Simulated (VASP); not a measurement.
Re, 4 atoms in the cell. Symmetry: P6_3/mmc, No. 194, hexagonal system. Conventional cell: a = 2.756 Å, b = 2.756 Å, c = 8.913 Å, α = 90.00°, β = 90.00°, γ = 120.00°. Within 3.6 Å of Re (site symmetry -6m2) lie 12 Re at 2.74 to 2.76 Å. Re (site symmetry -3m) has 12 Re at 2.74 to 2.76 Å within 3.6 Å. 

* Program: VASP 6.6.1
* Task: single point
* Functional: PBE
* Dispersion: D3(BJ)
* Potentials or basis: VASP PAW PBE potentials, release 64 (Re)
* Cutoff: 520 eV
* k mesh: 11 × 11 × 3
* Occupations: fermi-dirac, width 0.05 eV
* Spin: no spin polarisation
* Dipole correction: no
* Further INCAR settings: ALGO = Normal; EDIFF = 1e-06; NBANDS = 22

Potentials or basis: VASP PAW PBE potentials, release 64 (Re).

Launch:

```bash
$ cat potpaw_PBE.64/Re/POTCAR > POTCAR
$ mpirun -np 1 vasp_std > vasp.out
```

Hardware: 1 thread of Intel(R) Xeon(R) 6975P-C (Granite Rapids), with other jobs on the host.

Task: How long does it take, and how much memory?

Result: Run time: 32 s on 1 thread of Intel(R) Xeon(R) 6975P-C (Granite Rapids), on a shared host, peak memory 0.19 GiB. Counts: scf iterations 14, k points 32.
